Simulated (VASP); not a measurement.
# Zn3Bi2 (P4/mmm) in VASP: a series of runs

The runs below take Zn3Bi2 through single point, relaxation of cell and atoms, with PBE.

Program: VASP 6.6.1. These are calculated values, not measurements. Logs are shortened: lines on timing, memory, paths and dates and some standing lists are left out, and cuts for length are marked.

## Step 1: The cell of the first run

It takes space group P4/mmm (No. 123, tetragonal). Conventional cell: a = 3.646 Å, b = 3.646 Å, c = 9.119 Å, α = 90.00°, β = 90.00°, γ = 90.00°. Within 4.1 Å of Zn (site symmetry 4/mmm) lie 8 Bi at 3.12 Å and 4 Zn at 3.65 Å. Zn (site symmetry 4/mmm) has 4 Zn at 2.58 Å within 3.4 Å. Within 3.4 Å of Zn (site symmetry 4/mmm) lie 4 Zn at 2.58 Å and 2 Bi at 2.81 Å. Within 3.9 Å of Bi (site symmetry 4mm) lie 9 Zn at 2.81 to 3.81 Å and 5 Bi at 3.50 to 3.65 Å.

The cell was generated, and may not be a known phase.

## Step 2: Single point, PBE

INCAR

```
SYSTEM = Zn3Bi2
  PREC = Accurate
  ENCUT = 520
  EDIFF = 1E-7
  ISMEAR = 0
  SIGMA = 0.1
  LREAL = .FALSE.
  LASPH = .TRUE.
  NELM = 60
  ALGO = Normal
  ISIF = 2
  LWAVE = .FALSE.
  LCHARG = .TRUE.
  GGA = PE
  LELF = .TRUE.
  LVHAR = .TRUE.
  NBANDS = 41
```

KPOINTS

```
Automatic mesh
0
G
  4 4 4
  0 0 0
```

POSCAR

```
Zn3Bi2
1.0
    3.6462501696      0.0000000000      0.0000000000
    0.0000000000      3.6462501696      0.0000000000
    0.0000000000      0.0000000000      9.1187533446
Zn Bi
3 2
Direct
    0.0000000000      0.0000000000      0.0000000000
    0.0000000000      0.0000000000      0.5000000000
    0.5000000000      0.5000000000      0.5000000000
    0.5000000000      0.5000000000      0.1921131864
    0.5000000000      0.5000000000      0.8078868136
```

Potentials or basis: VASP PAW PBE potentials, release 64 (Zn, Bi_d).

The run is started by

```bash
cat potpaw_PBE.64/Zn/POTCAR potpaw_PBE.64/Bi_d/POTCAR > POTCAR
mpirun -np 1 vasp_std > vasp.out
```

OUTCAR:

```text
SYSTEM = Zn3Bi2
   PREC = Accurate
   ENCUT = 520
   EDIFF = 1E-7
   ISMEAR = 0
   LREAL = .FALSE.
   LASPH = .TRUE.
   NELM = 60
   ISIF = 2
   GGA = PE

 ion  position               nearest neighbor table
   1  0.000  0.000  0.000-   4 3.12   5 3.12   4 3.12   5 3.12   4 3.12   5 3.12   4 3.12   5 3.12

   2  0.000  0.000  0.500-   3 2.58   3 2.58   3 2.58   3 2.58
   3  0.500  0.500  0.500-   2 2.58   2 2.58   2 2.58   2 2.58   5 2.81   4 2.81
   4  0.500  0.500  0.192-   3 2.81   1 3.12   1 3.12   1 3.12   1 3.12   5 3.50
   5  0.500  0.500  0.808-   3 2.81   1 3.12   1 3.12   1 3.12   1 3.12   4 3.50

  LATTYP: Found a simple tetragonal cell.
 ALAT       =     3.6462501696
 C/A-ratio  =     2.5008578459

  Lattice vectors:

 A1 = (   3.6462501696,   0.0000000000,   0.0000000000)
 A2 = (   0.0000000000,   3.6462501696,   0.0000000000)
 A3 = (   0.0000000000,   0.0000000000,   9.1187533446)

Analysis of symmetry for initial positions (statically):
=====================================================================
 Subroutine PRICEL returns:
 Original cell was already a primitive cell.

 Routine SETGRP: Setting up the symmetry group for a
 simple tetragonal supercell.

 Subroutine GETGRP returns: Found 16 space group operations
 (whereof 16 operations were pure point group operations)
 out of a pool of 16 trial point group operations.

The static configuration has the point symmetry D_4h.

Analysis of symmetry for dynamics (positions and initial velocities):
=====================================================================
 Subroutine PRICEL returns:
 Original cell was already a primitive cell.

 Routine SETGRP: Setting up the symmetry group for a
 simple tetragonal supercell.

 Subroutine GETGRP returns: Found 16 space group operations
 (whereof 16 operations were pure point group operations)
 out of a pool of 16 trial point group operations.

The dynamic configuration has the point symmetry D_4h.

 Subroutine INISYM returns: Found 16 space group operations
 (whereof 16 operations are pure point group operations),
 and found     1 'primitive' translations

----------------------------------------------------------------------------------------

                                     Primitive cell

  volume of cell :     121.2351

  direct lattice vectors                    reciprocal lattice vectors
     3.646250170  0.000000000  0.000000000     0.274254358  0.000000000  0.000000000
     0.000000000  3.646250170  0.000000000     0.000000000  0.274254358  0.000000000
     0.000000000  0.000000000  9.118753345     0.000000000  0.000000000  0.109664113

  length of vectors
     3.646250170  3.646250170  9.118753345     0.274254358  0.274254358  0.109664113

  position of ions in fractional coordinates (direct lattice)
     0.000000000  0.000000000  0.000000000
     0.000000000  0.000000000  0.500000000
     0.500000000  0.500000000  0.500000000
     0.500000000  0.500000000  0.192113186
     0.500000000  0.500000000  0.807886814

  ion indices of the primitive-cell ions
   primitive index   ion index
                 1           1
                 2           2
                 3           3
                 4           4
                 5           5

----------------------------------------------------------------------------------------

 KPOINTS: Automatic mesh

Automatic generation of k-mesh.
 Grid dimensions read from file:
 generate k-points for:    4    4    4

 Generating k-lattice:

  Cartesian coordinates                     Fractional coordinates (reciprocal lattice)
     0.068563590  0.000000000  0.000000000     0.250000000  0.000000000  0.000000000
     0.000000000  0.068563590  0.000000000     0.000000000  0.250000000  0.000000000
     0.000000000  0.000000000  0.027416028     0.000000000  0.000000000  0.250000000

  Length of vectors
     0.068563590  0.068563590  0.027416028

  Shift w.r.t. Gamma in fractional coordinates (k-lattice)
     0.000000000  0.000000000  0.000000000

 Subroutine IBZKPT returns following result:
 ===========================================

 Found     18 irreducible k-points:

 Following reciprocal coordinates:
            Coordinates               Weight
  0.000000  0.000000  0.000000      1.000000
  0.250000  0.000000  0.000000      4.000000
  0.500000  0.000000  0.000000      2.000000
  0.250000  0.250000  0.000000      4.000000
  0.500000  0.250000  0.000000      4.000000
  0.500000  0.500000  0.000000      1.000000
[... 10 lines left out ...]
  0.500000  0.250000  0.500000      4.000000
  0.500000  0.500000  0.500000      1.000000
   k-points           NKPTS =     18   k-points in BZ     NKDIM =     18   number of bands    NBANDS=     41
   number of dos      NEDOS =    301   number of ions     NIONS =      5
   total plane-waves  NPLWV =  54880
   dimension x,y,z NGX =    28 NGY =   28 NGZ =   70
   dimension x,y,z NGXF=    56 NGYF=   56 NGZF=  140
   ions per type =               3   2
   NGX,Y,Z   is equivalent  to a cutoff of  12.77, 12.77, 12.76 a.u.
   NGXF,Y,Z  is equivalent  to a cutoff of  25.53, 25.53, 25.52 a.u.
 SYSTEM =  Zn3Bi2
   PREC   = accura    normal or accurate (medium, high low for compatibility)
   ISTART =      0    job   : 0-new  1-cont  2-samecut
   ICHARG =      2    charge: 1-file 2-atom 10-const
   ISPIN  =      1    spin polarized calculation?
   LNONCOLLINEAR =      F non collinear calculations
   LSORBIT =      F    spin-orbit coupling
   LASPH  =      T    aspherical Exc in radial PAW
   ENCUT  =  520.0 eV  38.22 Ry    6.18 a.u.   6.78  6.78 16.95*2*pi/ulx,y,z
   NELM   =     60;   NELMIN=  2; NELMDL= -5     # of ELM steps
   EDIFF  = 0.1E-06   stopping-criterion for ELM
   LREAL  =      F    real-space projection
   EDIFFG = 0.1E-05   stopping-criterion for IOM
   NSW    =      0    number of steps for IOM
   IBRION =     -1    ionic relax: 0-MD 1-quasi-New 2-CG
   NFREE  =      0    steps in history (QN), initial steepest desc. (CG)
   ISIF   =      2    stress and relaxation
   ISYM   =      2    0-nonsym 1-usesym 2-fastsym
   POTIM  = 0.5000    time-step for ionic-motion
   TEBEG  =    0.0;   TEEND  =   0.0 temperature during run
   PSTRESS=    0.0 pullay stress
   NELECT =      66.0000    total number of electrons
   NUPDOWN=      -1.0000    fix difference up-down
   EMIN   =  10.00;   EMAX   =-10.00  energy-range for DOS
   EFERMI =   0.00;   METHOD = LEGACY
   ISMEAR =     0;   SIGMA  =   0.10  broadening in eV -4-tet -1-fermi 0-gaus
   EFERMI_NEDOS =   21; number of points for ismear=-14 and -15
   IALGO  =     38    algorithm
   IMIX   =      4    mixing-type and parameters
     AMIX     =   0.40;   BMIX     =  1.00
     AMIX_MAG =   1.60;   BMIX_MAG =  1.00
  volume/ion in A,a.u.               =      24.25       163.63
  Fermi-wavevector in a.u.,A,eV,Ry     =   1.336739  2.526071 24.311865  1.786872
  Thomas-Fermi vector in A             =   2.465342
   LORBIT       =      0    0 simple, 1 ext, 2 COOP (PROOUT), +10 PAW based schemes
   GGA     = PE    functional components
   LHFCALC =     F    Hartree Fock is set to
   AEXX    =    0.0000 exact exchange contribution
   IVDW    =     0    specifies the selected vdW correction
   LEPSILON=     F    determine dielectric tensor
   LRPA    =     F    only Hartree local field effects (RPA)
 non-spin polarized calculation
 Gauss-broadening in eV      SIGMA  =   0.10
  energy-cutoff  :      520.00
  volume of cell :      121.24
 maximum number of plane-waves:      3316
 NGX is ok and might be reduce to    28
   NGX = 13   NGY = 13   NGZ = 33

 number of electron      65.9999894 magnetization

 Free energy of the ion-electron system (eV)
  ---------------------------------------------------
  ext. energy  EPLUGINS =         0.00000000
  ---------------------------------------------------
  free energy    TOTEN  =       -10.11614850 eV

  energy without entropy =      -10.09514803  energy(sigma->0) =      -10.10564826

 E-fermi :   4.7359     XC(G=0): -10.2001

 val. band max:        4.7104754158   @ k =   0.5000   0.2500   0.2500
 cond. band min:       4.7647537549   @ k =   0.5000   0.2500   0.5000
 fundamental gap:      0.0542783392
 Fermi energy:         4.7359000726

 k-point     1 :       0.0000    0.0000    0.0000
  band No.  band energies     occupation
      1     -18.1603      2.00000
      2     -18.1601      2.00000
      3     -18.1567      2.00000
      4     -18.0862      2.00000
      5     -18.0834      2.00000
      6     -18.0834      2.00000
[... 33 lines left out ...]
     40      10.2444      0.00000
     41      11.3659      0.00000

 k-point     2 :       0.2500    0.0000    0.0000
  band No.  band energies     occupation
      1     -18.1581      2.00000
      2     -18.1291      2.00000
      3     -18.1138      2.00000
      4     -18.1005      2.00000
      5     -18.0822      2.00000
      6     -18.0781      2.00000
[... 33 lines left out ...]
     40      10.3987      0.00000
     41      10.8337      0.00000

 k-point     3 :       0.5000    0.0000    0.0000
  band No.  band energies     occupation
      1     -18.1560      2.00000
      2     -18.1180      2.00000
      3     -18.1158      2.00000
      4     -18.0916      2.00000
      5     -18.0895      2.00000
      6     -18.0894      2.00000
[... 33 lines left out ...]
     40      11.4916      0.00000
     41      11.5984      0.00000

 k-point     4 :       0.2500    0.2500    0.0000
  band No.  band energies     occupation
      1     -18.1345      2.00000
      2     -18.0998      2.00000
      3     -18.0987      2.00000
      4     -18.0934      2.00000
      5     -18.0909      2.00000
      6     -18.0876      2.00000
[... 561 lines left out ...]
     40       9.1850      0.00000
     41       9.9443      0.00000

 k-point    17 :       0.5000    0.2500    0.5000
  band No.  band energies     occupation
      1     -18.1246      2.00000
      2     -18.1158      2.00000
      3     -18.1088      2.00000
      4     -18.1057      2.00000
      5     -18.0971      2.00000
      6     -18.0880      2.00000
[... 33 lines left out ...]
     40       9.4098      0.00000
     41       9.4342      0.00000

 k-point    18 :       0.5000    0.5000    0.5000
  band No.  band energies     occupation
      1     -18.1264      2.00000
      2     -18.1218      2.00000
      3     -18.1130      2.00000
      4     -18.1130      2.00000
      5     -18.1077      2.00000
      6     -18.0867      2.00000
[... 33 lines left out ...]
     40       7.7649      0.00000
     41       7.8325      0.00000

------------------------ aborting loop because EDIFF is reached ----------------------------------------

  FORCE on cell =-STRESS in cart. coord.  units (eV):
  Direction    XX          YY          ZZ          XY          YZ          ZX
  --------------------------------------------------------------------------------------
  -------------------------------------------------------------------------------------
  Total        0.0915487      0.0915487      0.0766287      0.0000000      0.0000000      0.0000000
  in kB        1.2098582      1.2098582      1.0126831      0.0000000      0.0000000      0.0000000
  external PRESSURE =       1.1441332 kB  Pullay stress =       0.0000000 kB

 VOLUME and BASIS-vectors are now :
 -----------------------------------------------------------------------------
  energy-cutoff  :      520.00
  volume of cell :      121.24
      direct lattice vectors                 reciprocal lattice vectors
     3.646250170  0.000000000  0.000000000     0.274254358  0.000000000  0.000000000
     0.000000000  3.646250170  0.000000000     0.000000000  0.274254358  0.000000000
     0.000000000  0.000000000  9.118753345     0.000000000  0.000000000  0.109664113

 POSITION                                       TOTAL-FORCE (eV/Angst)
 -----------------------------------------------------------------------------------
      0.00000      0.00000      0.00000         0.000000     -0.000000      0.000000
      0.00000      0.00000      4.55938         0.000000     -0.000000      0.000000
      1.82313      1.82313      4.55938         0.000000     -0.000000      0.000000
      1.82313      1.82313      1.75183        -0.000000      0.000000      0.010815
      1.82313      1.82313      7.36692         0.000000      0.000000     -0.010815
 -----------------------------------------------------------------------------------
    total drift:                                0.000000      0.000000      0.000000

  FREE ENERGIE OF THE ION-ELECTRON SYSTEM (eV)
  ---------------------------------------------------
  free  energy   TOTEN  =       -10.1161484965 eV

  energy  without entropy=      -10.0951480321  energy(sigma->0) =      -10.10564826
```

Wall time 2.2 min (1 thread of Intel Xeon Platinum 8375C at 2.90GHz (Ice Lake), shared host); peak memory 0.25 GiB.

What came out:

| Quantity | Value |
| --- | --- |
| Free energy | -10.1161 eV |
| Pressure | 0.1 GPa |
| Largest force | 0.011 eV/Å |
| Band gap on the k mesh | zero (bands 33 and 34 overlap by 3.73 eV) |

Forces on the atoms (eV/Å):
```
Zn   0.000  0.000  0.000
Zn   0.000  0.000  0.000
Zn   0.000  0.000  0.000
Bi   0.000  0.000  0.011
Bi   0.000  0.000 -0.011
```

Caveat: the k points lie up to 0.43 Å⁻¹ apart, too coarse for converged energies and pressures of a metal; spin-orbit coupling is left out, which moves the levels of the heavy elements.

(Part 1 of 2 ends here.)

The gap in the log of VASP goes by the Fermi energy; the results here count the filled bands.